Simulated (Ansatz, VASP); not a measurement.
Two plane-wave programs on Mo

```
Mo
1.0
     6.26043    0.00000    0.00000
     0.00000    6.26043    0.00000
     0.00000    0.00000   26.66183
Mo
20
Direct
  0.25000 0.75000 0.30005
  0.25000 0.25000 0.30005
  0.75000 0.75000 0.30005
  0.75000 0.25000 0.30005
  0.50000 0.50000 0.35876
  0.50000 0.00000 0.35876
  0.00000 0.50000 0.35876
  0.00000 0.00000 0.35876
  0.75113 0.25138 0.41689
  0.75145 0.74956 0.41777
  0.24960 0.25224 0.41717
  0.24952 0.74998 0.41697
  0.00292 0.00064 0.47645
  0.99743 0.49907 0.47699
  0.50234 0.00380 0.47381
  0.49717 0.50225 0.47491
  0.24567 0.75229 0.53189
  0.29019 0.23913 0.53489
  0.72378 0.76480 0.53747
  0.74927 0.26254 0.53323
```

Alike in both runs: task single point; functional PBE; dispersion D3(BJ); k mesh 3 × 3 × 1; occupations gaussian, width 0.1 eV; no spin polarisation.

|  | VASP | Ansatz |
| --- | --- | --- |
| version | VASP 6.6.1 | Ansatz 0.2.0 |
| potentials or method | VASP PAW PBE potentials, release 64 (Mo_sv), cutoff 520 eV | scalar-relativistic, plane waves, PAW |
| valence electrons in the cell | 280 | 280 |

Ansatz gave:

```
gap on the k mesh at the Fermi level (eV)  : none
rms of the force components (eV/Å)         : 0.596
work function, face that differs most (eV) : 3.95
```

**Question.** Which values does VASP return?

**Answer.** gap on the k mesh at the Fermi level (eV): none; rms of the force components (eV/Å): 0.594; work function, face that differs most (eV): 3.95.

Atom by atom the forces differ by 0.010 eV/Å (rms over components). A gap of «none» marks a metal or a gap that the smearing closes.
